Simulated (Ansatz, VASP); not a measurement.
**Two plane-wave programs on Al6N**

```
Al N
1.0
     5.71430    0.00000    0.00000
     0.00000    5.71430    0.00000
     0.00000    0.00000   22.17502
Al N
12 2
Direct
  0.25000 0.25000 0.18038
  0.25000 0.75000 0.18038
  0.75000 0.25000 0.18038
  0.75000 0.75000 0.18038
  0.00000 0.00000 0.27441
  0.00000 0.50000 0.27441
  0.50000 0.00000 0.27441
  0.50000 0.50000 0.27441
  0.25000 0.25000 0.36866
  0.25000 0.75000 0.36866
  0.75000 0.25000 0.36866
  0.75000 0.75000 0.36866
  0.27381 0.50000 0.40474
  0.72619 0.50000 0.40474
```

Alike in both runs: task single point; functional PBE; k mesh 5 × 5 × 1; occupations gaussian, width 0.1 eV; no spin polarisation.

```csv
,VASP,Ansatz
version,VASP 6.6.1,Ansatz 0.2.0
potentials or method,"VASP PAW PBE potentials, release 64 (Al, N), cutoff 520 eV","scalar-relativistic, plane waves, PAW"
valence electrons in the cell,46,46
```

```tsv
	VASP	Ansatz	Ansatz less VASP
gap on the k mesh at the Fermi level (eV)	none	none	-
rms of the force components (eV/Å)	1.661	1.640	-0.0205
```

Atom by atom the forces differ by 0.021 eV/Å (rms over components). A gap of «none» marks a metal or a gap that the smearing closes. The functional is the same, so the differences come from potentials, cutoffs and numerics.
